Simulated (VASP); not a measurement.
Here is a VASP 6.6.1 calculation.

File INCAR:

```
ALGO = Normal
EDIFF = 1E-6
ENCUT = 520
GGA = PE
ISIF = 2
ISMEAR = 0
LASPH = True
LCHARG = False
LREAL = False
LWAVE = False
NBANDS = 11
NELM = 100
PREC = Accurate
SIGMA = 0.01
```

Contents of KPOINTS:

```
k-points
0
Gamma
  4 4 4
```

Contents of POSCAR:

```
Si
1.0
   -0.0506090239      2.7259522496      2.7259522496
    2.7259522496     -0.0506090239      2.7259522496
    2.7259522496      2.7259522496     -0.0506090239
Si
2
Direct
   -0.0011050607     -0.0011050607     -0.0011050607
    0.2511050607      0.2511050607      0.2511050607
```

Potentials or basis: VASP PAW PBE potentials, release 64 (Si).

The run is started by

```bash
$ cat potpaw_PBE.64/Si/POTCAR > POTCAR
$ mpirun -np 1 vasp_std > vasp.out
```

Task: Estimate the pressure.

Result: -1.0 GPa.

Task: What does it give for the band gap on the k mesh?

Result: 0.49 eV, indirect (least direct gap 2.29 eV).

Forces in eV/Å, atoms in the order of the input:
```
Si   0.002  0.002  0.002
Si  -0.002 -0.002 -0.002
```

Caveat: the k points lie up to 0.49 Å⁻¹ apart; the cell differs from its parent crystal (epitaxial 111 strain +2.0%). A k mesh can miss the band edges.
